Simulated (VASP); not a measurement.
# Co (P6_3/mmc) in VASP: a series of runs, part 2 of 2

VASP 6.6.1. The steps go on from the part before.

### Step 3. Single point, PBEsol, collinear spin, ferromagnetic start

This run uses another cell than the first one, of 10.86 Å³/atom, 1.032 times its volume.

Contents of INCAR:

```
SYSTEM = Co
ALGO = Normal
EDIFF = 1E-6
ENCUT = 520
GGA = PS
ISIF = 2
ISMEAR = -1
ISPIN = 2
LASPH = .TRUE.
LCHARG = .FALSE.
LMAXMIX = 4
LORBIT = 11
LREAL = .FALSE.
LWAVE = .FALSE.
MAGMOM = 3.2 3.2
NBANDS = 20
NELM = 150
PREC = Accurate
SIGMA = 0.1
```

Contents of KPOINTS:

```
k-points
0
G
  13 13 7
  0 0 0
```

Contents of POSCAR:

```
Co
1.0
    2.4905713050      0.0000000000      0.0000000000
   -1.2452856525      2.1568959367      0.0000000000
    0.0000000000      0.0000000000      4.0425844119
Co
2
Direct
    0.3333333333      0.6666666667      0.2500000000
    0.6666666667      0.3333333333      0.7500000000
```

Potentials or basis: VASP PAW PBE potentials, release 64 (Co).

Launch:

```sh
$ cat potpaw_PBE.64/Co/POTCAR > POTCAR
$ mpirun -np 1 vasp_std > vasp.out
```

OUTCAR:

```text
SYSTEM = Co
   EDIFF = 1E-6
   ENCUT = 520
   GGA = PS
   ISIF = 2
   ISMEAR = -1
   ISPIN = 2
   LASPH = .TRUE.
   LORBIT = 11
   LREAL = .FALSE.
   NELM = 150
   PREC = Accurate

 ion  position               nearest neighbor table
   1  0.333  0.667  0.250-   2 2.48   2 2.48   2 2.48   2 2.48   2 2.48   2 2.48
   2  0.667  0.333  0.750-   1 2.48   1 2.48   1 2.48   1 2.48   1 2.48   1 2.48

  LATTYP: Found a hexagonal cell.
 ALAT       =     2.4905713050
 C/A-ratio  =     1.6231554599

  Lattice vectors:

 A1 = (   2.4905713050,   0.0000000000,   0.0000000000)
 A2 = (  -1.2452856525,   2.1568959367,   0.0000000000)
 A3 = (   0.0000000000,   0.0000000000,   4.0425844119)

Analysis of symmetry for initial positions (statically):
[... 1322 lines left out ...]
  volume of cell :       21.72
      direct lattice vectors                 reciprocal lattice vectors
     2.490571305  0.000000000  0.000000000     0.401514302  0.231814614  0.000000000
    -1.245285653  2.156895937  0.000000000     0.000000000  0.463629229  0.000000000
     0.000000000  0.000000000  4.042584412     0.000000000  0.000000000  0.247366511

 POSITION                                       TOTAL-FORCE (eV/Angst)
 -----------------------------------------------------------------------------------
     -0.00000      1.43793      1.01065        -0.000000     -0.000000      0.000000
      1.24529      0.71897      3.03194         0.000000      0.000000      0.000000
 -----------------------------------------------------------------------------------
    total drift:                               -0.000000     -0.000000     -0.000000

  FREE ENERGIE OF THE ION-ELECTRON SYSTEM (eV)
  ---------------------------------------------------
  free  energy   TOTEN  =       -15.4678081598 eV

  energy  without entropy=      -15.4066771650  energy(sigma->0) =      -15.43724266

 total charge

# of ion       s       p       d       tot
------------------------------------------
    1        0.488   0.524   7.257   8.269
    2        0.488   0.524   7.257   8.269
--------------------------------------------------
tot          0.977   1.048  14.514  16.538

 magnetization (x)

# of ion       s       p       d       tot
------------------------------------------
    1       -0.015  -0.051   1.680   1.614
    2       -0.015  -0.051   1.680   1.614
--------------------------------------------------
tot         -0.029  -0.103   3.359   3.227
```

OSZICAR:

```text
N       E                     dE             d eps       ncg     rms          rms(c)
DAV:   1     0.841693644598E+02    0.84169E+02   -0.82537E+03  7112   0.121E+03
DAV:   2    -0.128334137358E+02   -0.97003E+02   -0.87506E+02  6788   0.216E+02
DAV:   3    -0.172216390254E+02   -0.43882E+01   -0.42592E+01  7716   0.562E+01
DAV:   4    -0.172870583430E+02   -0.65419E-01   -0.65375E-01  8200   0.596E+00
DAV:   5    -0.172889893189E+02   -0.19310E-02   -0.19309E-02  7860   0.973E-01    0.174E+01
DAV:   6    -0.159068688020E+02    0.13821E+01   -0.83367E+00  7652   0.590E+01    0.656E+00
DAV:   7    -0.155093380247E+02    0.39753E+00   -0.12847E+00  7716   0.213E+01    0.375E+00
DAV:   8    -0.154838588695E+02    0.25479E-01   -0.16695E-02  9952   0.155E+00    0.146E+00
DAV:   9    -0.154700323639E+02    0.13827E-01   -0.26608E-03 10944   0.866E-01    0.510E-01
DAV:  10    -0.154678206154E+02    0.22117E-02   -0.54157E-04  8596   0.258E-01    0.575E-02
DAV:  11    -0.154678195232E+02    0.10921E-05   -0.31709E-05  9736   0.780E-02    0.280E-02
DAV:  12    -0.154678102180E+02    0.93053E-05   -0.42301E-06  7080   0.170E-02    0.174E-02
DAV:  13    -0.154678081965E+02    0.20215E-05   -0.15722E-06  5204   0.135E-02    0.692E-03
DAV:  14    -0.154678081598E+02    0.36684E-07   -0.32049E-07  3852   0.446E-03
   1 F= -.15467808E+02 E0= -.15437243E+02  d E =-.611310E-01  mag=     3.1960
```

stdout:

```text
POSCAR found type information on POSCAR Co
 POSCAR found :  1 types and       2 ions
 scaLAPACK will be used
 -----------------------------------------------------------------------------
|                                                                             |
|                                                                             |
|     You enforced a specific xc type in the INCAR file but a different       |
|     I HOPE YOU KNOW WHAT YOU ARE DOING!                                     |
|                                                                             |
 -----------------------------------------------------------------------------

 LDA part: xc-table for (Slater+PW92), standard interpolation
 POSCAR, INCAR and KPOINTS ok, starting setup
 FFT: planning ... GRIDC
 FFT: planning ... GRID_SOFT
 FFT: planning ... GRID
 WAVECAR not read
 entering main loop
```

Wall time 40 s (1 thread of Intel Xeon 6975P-C (Granite Rapids), shared host); peak memory 0.17 GiB.

Results:

```
Free energy                                           : -15.4678 eV
Pressure                                              : -10.6 GPa
Net moment                                            : 3.20 μB per cell
Site moments                                          : Co +1.61 μB
Valence electrons inside the program's atomic spheres : Co 8.27
```

Caveat: the PAW data sets were made with another functional, which shifts forces and pressure a little.
